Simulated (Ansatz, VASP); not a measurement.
Two plane-wave programs on Pd

Contents of INCAR:

```
PREC = Accurate
ENCUT = 520
EDIFF = 1E-6
ISMEAR = 0
SIGMA = 0.1
LREAL = F
LASPH = T
NELM = 60
ALGO = Normal
ISIF = 2
LWAVE = F
LCHARG = F
GGA = PS
NBANDS = 17
```

Contents of KPOINTS:

```
regular mesh
0
Gamma
  6 6 4
```

File POSCAR:

```
Pd
1.0
    2.7857516166      0.0000000000      0.0000000000
   -1.3928758083      2.4125316686      0.0000000000
    0.0000000000      0.0000000000      4.5579119745
Pd
2
Direct
    0.3333333333      0.6666666667      0.2500000000
    0.6666666667      0.3333333333      0.7500000000
```

Input for Ansatz:

```yaml
crystal:
  lattice:
    - [2.7857516016, 0.0, 0.0]
    - [-1.3928758008, 2.4125316556, 0.0]
    - [0.0, 0.0, 4.5579119967]
  atoms:
    - { symbol: Pd, position: [0.3333333333, 0.6666666667, 0.25] }
    - { symbol: Pd, position: [0.6666666667, 0.3333333333, 0.75] }
basis:
  ecutwfc: 420
kpoints:
  mp_grid: { grid: [6, 6, 4] }
hamiltonian:
  xc: pbesol
scf:
  occupations: { method: gaussian, width: 0.1 }
output:
  forces: true
  stress: true
  eigenvalues: true
```

Alike in both runs: task single point; functional PBEsol; k mesh 6 × 6 × 4; occupations gaussian, width 0.1 eV; no spin polarisation.

```csv
,VASP,Ansatz
version,VASP 6.6.1,Ansatz 0.2.0
potentials or method,"VASP PAW PBE potentials, release 64 (Pd), cutoff 520 eV","scalar-relativistic, plane waves, PAW"
valence electrons in the cell,20,36
```

Ansatz gave:

```
gap on the k mesh at the Fermi level (eV)                     : none
pressure (GPa)                                                : -8.8
traceless stress, the component that is largest in VASP (GPa) : 3.14
```

Problem. What did VASP give for the same quantities?

Solution. gap on the k mesh at the Fermi level (eV): none; pressure (GPa): -9.1; traceless stress, the component that is largest in VASP (GPa): 3.06.

VASP's potentials were made for PBE, not for PBEsol. A gap of «none» marks a metal or a gap that the smearing closes. VASP's potentials hold 20 valence electrons a cell and Ansatz's 36, so a difference there can come from the potentials and not from the codes.

The k mesh is coarse, so the values compare programs but aren't converged.
